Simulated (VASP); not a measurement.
A run of VASP 6.6.1 is set up as follows.

The input INCAR:

```
PREC = Accurate ; ENCUT = 600
EDIFF = 1E-6 ; ISMEAR = -1
SIGMA = 0.02 ; LREAL = F
LASPH = T ; NELM = 120
ALGO = Normal ; ISIF = 2
LWAVE = F ; LCHARG = F
GGA = PE ; NBANDS = 28
GGA_COMPAT = F
```

Contents of KPOINTS:

```
regular mesh
0
Gamma
  8 8 8
```

POSCAR

```
SrTiO3
1.0
    3.9563874719      0.0000000000      0.0000000000
    0.0000000000      3.9563874719      0.0000000000
    0.0000000000      0.0000000000      3.9563874719
Sr Ti O
1 1 3
Direct
    0.0000000000      0.0000000000      0.0000000000
    0.5000000000      0.5000000000      0.5000000000
    0.0000000000      0.5000000000      0.5000000000
    0.5000000000      0.0000000000      0.5000000000
    0.5000000000      0.5000000000      0.0000000000
```

Potentials or basis: VASP PAW PBE potentials, release 64 (Sr_sv, Ti_sv, O).

Launch:

```console
$ cat potpaw_PBE.64/Sr_sv/POTCAR potpaw_PBE.64/Ti_sv/POTCAR potpaw_PBE.64/O/POTCAR > POTCAR
$ mpirun -np 1 vasp_std > vasp.out
```

(1) Estimate the pressure.

(2) Predict the band gap on the k mesh.

Results:

(1) -2.1 GPa.

(2) 1.78 eV, indirect (least direct gap 2.16 eV).
